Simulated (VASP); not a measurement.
# Tc (P6_3/mmc) in VASP: further runs

Tc is run at these levels: LDA, PBEsol; tasks: single point.

Program: VASP 6.6.1. These are calculated values, not measurements. Logs are shortened: lines on timing, memory, paths and dates and some standing lists are left out, and cuts for length are marked.

## Step 1: The cell of the first run

It takes space group P6_3/mmc (No. 194, hexagonal). The conventional cell has a = 2.740 Å, b = 2.740 Å, c = 4.398 Å, α = 90.00°, β = 90.00°, γ = 120.00°. Within 3.6 Å of Tc (site symmetry -6m2) lie 12 Tc at 2.71 to 2.74 Å.

## Step 2: Single point, LDA

INCAR

```
ALGO = Fast ; EDIFF = 1E-6
ENCUT = 520 ; ISIF = 2
ISMEAR = -1 ; LASPH = True
LCHARG = False ; LREAL = False
LWAVE = False ; NBANDS = 20
NELM = 80 ; PREC = Accurate
SIGMA = 0.05
```

KPOINTS

```
k-points
0
Gamma
  11 11 6
```

POSCAR

```
Tc
1.0
    2.7400000000      0.0000000000      0.0000000000
   -1.3700000000      2.3729096064      0.0000000000
    0.0000000000      0.0000000000      4.3980000000
Tc
2
Direct
    0.6666666667      0.3333333333      0.7500000000
    0.3333333333      0.6666666667      0.2500000000
```

Potentials or basis: VASP PAW LDA potentials, release 64 (Tc_pv).

On the command line:

```bash
> cat potpaw_LDA.64/Tc_pv/POTCAR > POTCAR
> mpirun -np 1 vasp_std > vasp.out
```

OUTCAR:

```text
EDIFF = 1E-6
   ENCUT = 520
   ISIF = 2
   ISMEAR = -1
   LASPH = True
   LREAL = False
   NELM = 80
   PREC = Accurate

 ion  position               nearest neighbor table
   1  0.667  0.333  0.750-   2 2.71   2 2.71   2 2.71   2 2.71   2 2.71   2 2.71
   2  0.333  0.667  0.250-   1 2.71   1 2.71   1 2.71   1 2.71   1 2.71   1 2.71

  LATTYP: Found a hexagonal cell.
 ALAT       =     2.7400000000
 C/A-ratio  =     1.6051094891

  Lattice vectors:

 A1 = (   2.7400000000,   0.0000000000,   0.0000000000)
 A2 = (  -1.3700000000,   2.3729096064,   0.0000000000)
 A3 = (   0.0000000000,   0.0000000000,   4.3980000000)

Analysis of symmetry for initial positions (statically):
=====================================================================
 Subroutine PRICEL returns:
 Original cell was already a primitive cell.

 Routine SETGRP: Setting up the symmetry group for a
 hexagonal supercell.

 Subroutine GETGRP returns: Found 24 space group operations
 (whereof 12 operations were pure point group operations)
 out of a pool of 24 trial point group operations.

The static configuration has the point symmetry D_3d.
 The point group associated with its full space group is D_6h.

Analysis of symmetry for dynamics (positions and initial velocities):
=====================================================================
 Subroutine PRICEL returns:
 Original cell was already a primitive cell.

 Routine SETGRP: Setting up the symmetry group for a
 hexagonal supercell.

 Subroutine GETGRP returns: Found 24 space group operations
 (whereof 12 operations were pure point group operations)
 out of a pool of 24 trial point group operations.

The dynamic configuration has the point symmetry D_3d.
 The point group associated with its full space group is D_6h.

 Subroutine INISYM returns: Found 24 space group operations
 (whereof 12 operations are pure point group operations),
 and found     1 'primitive' translations

----------------------------------------------------------------------------------------

                                     Primitive cell

  volume of cell :      28.5948

  direct lattice vectors                    reciprocal lattice vectors
     2.740000000  0.000000000  0.000000000     0.364963504  0.210711777  0.000000000
    -1.370000000  2.372909606  0.000000000     0.000000000  0.421423554  0.000000000
     0.000000000  0.000000000  4.398000000     0.000000000  0.000000000  0.227376080

  length of vectors
     2.740000000  2.740000000  4.398000000     0.421423554  0.421423554  0.227376080

  position of ions in fractional coordinates (direct lattice)
     0.666666667  0.333333333  0.750000000
     0.333333333  0.666666667  0.250000000

  ion indices of the primitive-cell ions
   primitive index   ion index
                 1           1
                 2           2

----------------------------------------------------------------------------------------

 KPOINTS: k-points

Automatic generation of k-mesh.
 Grid dimensions read from file:
 generate k-points for:   11   11    6

 Generating k-lattice:

  Cartesian coordinates                     Fractional coordinates (reciprocal lattice)
     0.033178500  0.019155616  0.000000000     0.090909091  0.000000000  0.000000000
     0.000000000  0.038311232  0.000000000     0.000000000  0.090909091  0.000000000
     0.000000000  0.000000000  0.037896013     0.000000000  0.000000000  0.166666667

  Length of vectors
     0.038311232  0.038311232  0.037896013

  Shift w.r.t. Gamma in fractional coordinates (k-lattice)
     0.000000000  0.000000000  0.000000000

 Subroutine IBZKPT returns following result:
 ===========================================

 Found     64 irreducible k-points:

 Following reciprocal coordinates:
            Coordinates               Weight
  0.000000  0.000000  0.000000      1.000000
  0.090909 -0.000000  0.000000      6.000000
  0.181818  0.000000  0.000000      6.000000
  0.272727  0.000000  0.000000      6.000000
  0.363636  0.000000  0.000000      6.000000
  0.454545  0.000000  0.000000      6.000000
[... 16 lines left out ...]
  0.090909  0.090909  0.166667     12.000000
  0.181818  0.090909  0.166667     24.000000
 [... further k-points ...]
   k-points           NKPTS =     64   k-points in BZ     NKDIM =     64   number of bands    NBANDS=     20
   number of dos      NEDOS =    301   number of ions     NIONS =      2
   total plane-waves  NPLWV =  14400
   dimension x,y,z NGX =    20 NGY =   20 NGZ =   36
   dimension x,y,z NGXF=    40 NGYF=   40 NGZF=   72
   ions per type =               2
   NGX,Y,Z   is equivalent  to a cutoff of  12.13, 12.13, 13.61 a.u.
   NGXF,Y,Z  is equivalent  to a cutoff of  24.27, 24.27, 27.22 a.u.
 SYSTEM =  unknown system
   PREC   = accura    normal or accurate (medium, high low for compatibility)
   ISTART =      0    job   : 0-new  1-cont  2-samecut
   ICHARG =      2    charge: 1-file 2-atom 10-const
   ISPIN  =      1    spin polarized calculation?
   LNONCOLLINEAR =      F non collinear calculations
   LSORBIT =      F    spin-orbit coupling
   LASPH  =      T    aspherical Exc in radial PAW
   ENCUT  =  520.0 eV  38.22 Ry    6.18 a.u.   5.09  5.09  8.18*2*pi/ulx,y,z
   NELM   =     80;   NELMIN=  2; NELMDL= -5     # of ELM steps
   EDIFF  = 0.1E-05   stopping-criterion for ELM
   LREAL  =      F    real-space projection
   EDIFFG = 0.1E-04   stopping-criterion for IOM
   NSW    =      0    number of steps for IOM
   IBRION =     -1    ionic relax: 0-MD 1-quasi-New 2-CG
   NFREE  =      0    steps in history (QN), initial steepest desc. (CG)
   ISIF   =      2    stress and relaxation
   ISYM   =      2    0-nonsym 1-usesym 2-fastsym
   POTIM  = 0.5000    time-step for ionic-motion
   TEBEG  =    0.0;   TEEND  =   0.0 temperature during run
   PSTRESS=    0.0 pullay stress
   NELECT =      26.0000    total number of electrons
   NUPDOWN=      -1.0000    fix difference up-down
   EMIN   =  10.00;   EMAX   =-10.00  energy-range for DOS
   EFERMI =   0.00;   METHOD = LEGACY
   ISMEAR =    -1;   SIGMA  =   0.05  broadening in eV -4-tet -1-fermi 0-gaus
   EFERMI_NEDOS =   21; number of points for ismear=-14 and -15
   IALGO  =     68    algorithm
   IMIX   =      4    mixing-type and parameters
     AMIX     =   0.40;   BMIX     =  1.00
     AMIX_MAG =   1.60;   BMIX_MAG =  1.00
  volume/ion in A,a.u.               =      14.30        96.48
  Fermi-wavevector in a.u.,A,eV,Ry     =   1.586002  2.997108 34.224109  2.515401
  Thomas-Fermi vector in A             =   2.685380
   LORBIT       =      0    0 simple, 1 ext, 2 COOP (PROOUT), +10 PAW based schemes
   GGA     = CA    functional components
   LHFCALC =     F    Hartree Fock is set to
   AEXX    =    0.0000 exact exchange contribution
   IVDW    =     0    specifies the selected vdW correction
   LEPSILON=     F    determine dielectric tensor
   LRPA    =     F    only Hartree local field effects (RPA)
 non-spin polarized calculation
 RMM-DIIS sequential band-by-band and
  energy-cutoff  :      520.00
  volume of cell :       28.59
 maximum number of plane-waves:       784
   NGX = 11   NGY = 11   NGZ = 17

 number of electron      25.9999998 magnetization

 Free energy of the ion-electron system (eV)
  ---------------------------------------------------
  ext. energy  EPLUGINS =         0.00000000
  ---------------------------------------------------
  free energy    TOTEN  =       -23.44073731 eV

  energy without entropy =      -23.42354033  energy(sigma->0) =      -23.43213882

 E-fermi :  12.5076     XC(G=0): -14.0308

 val. band max:       12.4924059165   @ k =   0.0909   0.0909   0.0000
 cond. band min:      12.5133279562   @ k =   0.3636   0.2727   0.5000
 fundamental gap:      0.0209220397
 Fermi energy:        12.5076437260

 k-point     1 :       0.0000    0.0000    0.0000
  band No.  band energies     occupation
      1     -26.7520      2.00000
      2     -25.6289      2.00000
      3     -25.6289      2.00000
      4     -25.4401      2.00000
      5     -25.4401      2.00000
      6     -25.3974      2.00000
[... 12 lines left out ...]
     19      23.5578      0.00000
     20      26.8503      0.00000

 k-point     2 :       0.0909   -0.0000    0.0000
  band No.  band energies     occupation
      1     -26.7179      2.00000
      2     -25.7061      2.00000
      3     -25.6539      2.00000
      4     -25.5200      2.00000
      5     -25.4509      2.00000
      6     -25.4119      2.00000
[... 12 lines left out ...]
     19      23.5129      0.00000
     20      27.4602      0.00000

 k-point     3 :       0.1818    0.0000    0.0000
  band No.  band energies     occupation
      1     -26.6211      2.00000
      2     -25.9129      2.00000
      3     -25.7283      2.00000
      4     -25.7185      2.00000
      5     -25.4820      2.00000
      6     -25.4556      2.00000
[... 12 lines left out ...]
     19      23.3238      0.00000
     20      28.4865      0.00000

 k-point     4 :       0.2727    0.0000    0.0000
  band No.  band energies     occupation
      1     -26.4781      2.00000
      2     -26.1822      2.00000
      3     -25.9887      2.00000
      4     -25.7990      2.00000
      5     -25.5289      2.00000
      6     -25.5256      2.00000
[... 12 lines left out ...]
     19      23.0257      0.00000
     20      26.7011      0.00000

 k-point     5 :       0.3636    0.0000    0.0000
  band No.  band energies     occupation
      1     -26.4276      2.00000
      2     -26.3167      2.00000
      3     -26.2176      2.00000
      4     -25.8702      2.00000
      5     -25.6256      2.00000
      6     -25.5674      2.00000
[... 12 lines left out ...]
     19      23.3476      0.00000
     20      24.1032      0.00000
[... 353 lines left out ...]
      6     -25.5881      2.00000
[... 12 lines left out ...]
     19      24.1984      0.00000
     20      25.3007      0.00000

 k-point    22 :       0.4545    0.0000    0.1667
  band No.  band energies     occupation
      1     -26.6264      2.00000
      2     -26.4181      2.00000
      3     -26.0832      2.00000
      4     -25.8907      2.00000
      5     -25.6918      2.00000
      6     -25.6146      2.00000
[... 12 lines left out ...]
     19      23.6870      0.00000
     20      24.8285      0.00000

 k-point    23 :       0.0909    0.0909    0.1667
  band No.  band energies     occupation
      1     -26.5861      2.00000
      2     -25.8086      2.00000
      3     -25.7578      2.00000
      4     -25.6572      2.00000
      5     -25.4990      2.00000
      6     -25.4753      2.00000
[... 12 lines left out ...]
     19      24.6465      0.00000
     20      27.9190      0.00000

 k-point    24 :       0.1818    0.0909    0.1667
  band No.  band energies     occupation
      1     -26.5013      2.00000
      2     -26.0177      2.00000
      3     -25.9598      2.00000
      4     -25.7495      2.00000
      5     -25.5575      2.00000
      6     -25.5147      2.00000
[... 12 lines left out ...]
     19      24.6319      0.00000
     20      28.0960      0.00000

 [... further k-points ...]

------------------------ aborting loop because EDIFF is reached ----------------------------------------

  FORCE on cell =-STRESS in cart. coord.  units (eV):
  Direction    XX          YY          ZZ          XY          YZ          ZX
  --------------------------------------------------------------------------------------
  -------------------------------------------------------------------------------------
  Total       -2.0745634     -2.0745634     -2.1868119     -0.0000000      0.0000000      0.0000000
  in kB     -116.2385826   -116.2385826   -122.5279082     -0.0000000      0.0000000      0.0000000
  external PRESSURE =    -118.3350245 kB  Pullay stress =       0.0000000 kB

 VOLUME and BASIS-vectors are now :
 -----------------------------------------------------------------------------
  energy-cutoff  :      520.00
  volume of cell :       28.59
      direct lattice vectors                 reciprocal lattice vectors
     2.740000000  0.000000000  0.000000000     0.364963504  0.210711777  0.000000000
    -1.370000000  2.372909606  0.000000000     0.000000000  0.421423554  0.000000000
     0.000000000  0.000000000  4.398000000     0.000000000  0.000000000  0.227376080

 POSITION                                       TOTAL-FORCE (eV/Angst)
 -----------------------------------------------------------------------------------
      1.37000      0.79097      3.29850        -0.000000      0.000000      0.000000
     -0.00000      1.58194      1.09950         0.000000      0.000000      0.000000
 -----------------------------------------------------------------------------------
    total drift:                               -0.000000      0.000000     -0.000000

  FREE ENERGIE OF THE ION-ELECTRON SYSTEM (eV)
  ---------------------------------------------------
  free  energy   TOTEN  =       -23.4407373062 eV

  energy  without entropy=      -23.4235403310  energy(sigma->0) =      -23.43213882
```

It took 23 s on 1 thread of Intel Xeon Platinum 8488C (Sapphire Rapids), shared host; peak memory 0.15 GiB.

What came out:

```yaml
Free_energy: -23.4407 eV
Pressure: -11.8 GPa
Band_gap_on_the_k_mesh: zero (band 13 reaches 13.95 eV, above the bottom of band 14 at 10.82 eV)
```

Levels at points of the mesh, in eV from the Fermi level:
| k point | band 9 | band 10 | band 11 | band 12 | band 13 | band 14 | band 15 | band 16 | band 17 | band 18 |
| --- | --- | --- | --- | --- | --- | --- | --- | --- | --- | --- |
| (0.00, 0.00, 0.00) | -1.55 | -1.55 | -1.49 | -0.83 | -0.83 | -0.11 | -0.11 | 1.71 | 2.56 | 2.56 |
| (0.00, 0.00, 0.50) | -1.88 | -1.88 | -1.68 | -1.68 | -1.68 | -1.68 | 1.88 | 1.88 | 1.88 | 1.88 |

## Step 3: Single point, PBEsol

This run uses another cell than the first one, of 13.44 Å³/atom, 0.940 times its volume.

INCAR

```
SYSTEM = Tc
PREC = Accurate
ENCUT = 520
EDIFF = 1E-7
ISMEAR = -1
SIGMA = 0.05
LREAL = .False.
LASPH = .True.
NELM = 60
ALGO = Normal
ISIF = 2
LWAVE = .False.
LCHARG = .False.
GGA = PS
NBANDS = 20
```

KPOINTS

```
regular mesh
0
Gamma
  11 11 6
  0 0 0
```

POSCAR

```
Tc
1.0
    2.6840659379      0.0000000000      0.0000000000
   -1.3420329689      2.3244692877      0.0000000000
    0.0000000000      0.0000000000      4.3082197061
Tc
2
Direct
    0.6666666667      0.3333333333      0.7500000000
    0.3333333333      0.6666666667      0.2500000000
```

Potentials or basis: VASP PAW PBE potentials, release 64 (Tc_pv).

On the command line:

```bash
> cat potpaw_PBE.64/Tc_pv/POTCAR > POTCAR
> mpirun -np 1 vasp_std > vasp.out
```

Run time: 13 s. Hardware: 1 thread of Intel Xeon Platinum 8559C (Emerald Rapids), shared host; peak memory 0.15 GiB.

The run converged. Its results:

```
Free energy            : -22.4958 eV
Pressure               : 13.9 GPa
Band gap on the k mesh : zero (band 13 reaches 15.17 eV, above the bottom of band 14 at 11.75 eV)
```

Stress tensor (GPa, compression positive):
```
13.92  0.00  0.00
 0.00 13.92  0.00
 0.00  0.00 13.80
```

Levels at points of the mesh, in eV from the Fermi level:
| k point | band 10 | band 11 | band 12 | band 13 | band 14 | band 15 | band 16 | band 17 |
| --- | --- | --- | --- | --- | --- | --- | --- | --- |
| (0.00, 0.00, 0.00) | -1.71 | -1.64 | -0.92 | -0.92 | -0.13 | -0.13 | 1.84 | 2.78 |
| (0.00, 0.00, 0.50) | -2.01 | -1.85 | -1.85 | -1.85 | -1.85 | 2.06 | 2.06 | 2.06 |

Caveat: the PAW data sets were made with another functional, which shifts forces and pressure a little.
